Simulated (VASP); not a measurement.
Input of a VASP 6.6.1 run:

INCAR

```
PREC     = Accurate       # precision mode
ENCUT    = 600            # plane-wave cutoff, eV
EDIFF    = 1E-6           # SCF threshold, eV
ISMEAR   = 0              # smearing method
SIGMA    = 0.02           # smearing width, eV
LREAL    = F              # projectors in reciprocal space
LASPH    = T              # aspherical terms in the spheres
NELM     = 60             # most SCF steps
ALGO     = Normal         # electronic algorithm
ISIF     = 3              # what is computed and relaxed
LWAVE    = F              # write WAVECAR
LCHARG   = F              # write CHGCAR
GGA      = PS             # functional
IBRION   = 2              # ionic algorithm
NSW      = 100            # ionic steps
EDIFFG   = -0.005         # ionic threshold
```

KPOINTS

```
Automatic mesh
0
Gamma
  12 12 2
```

The input POSCAR:

```
MoS2
1.0
    3.1841260822      0.0000000000      0.0000000000
   -1.5920630411      2.7575340760      0.0000000000
    0.0000000000      0.0000000000     17.3345999500
Mo S
1 2
Direct
    0.0000000000      0.0000000000      0.0000000000
    0.3333333300      0.6666666700      0.0894929800
    0.3333333300      0.6666666700      0.9105070200
```

Potentials or basis: VASP PAW PBE potentials, release 64 (Mo_sv, S).

Launch:

```bash
$ cat potpaw_PBE.64/Mo_sv/POTCAR potpaw_PBE.64/S/POTCAR > POTCAR
$ mpirun -np 1 vasp_std > vasp.out
```

Question: What does it give for the relaxed cell?

Answer: a = 3.141 Å, b = 3.141 Å, c = 17.376 Å, α = 90.00°, β = 90.00°, γ = 120.00°.

Question: Estimate the band gap on the k mesh.

Answer: 1.81 eV.

Question: Predict the space group after relaxing (to 0.1 Å).

Answer: P-6m2 (No. 187).

Final structure:
```xyz
3
Lattice="3.1406 0.0000 0.0000 -1.5703 2.7199 0.0000 0.0000 0.0000 17.3761" Properties=species:S:1:pos:R:3 pbc="T T T"
Mo    0.0000    0.0000    0.0000
S     0.0000    1.8132    1.5582
S     0.0000    1.8132   15.8179
```
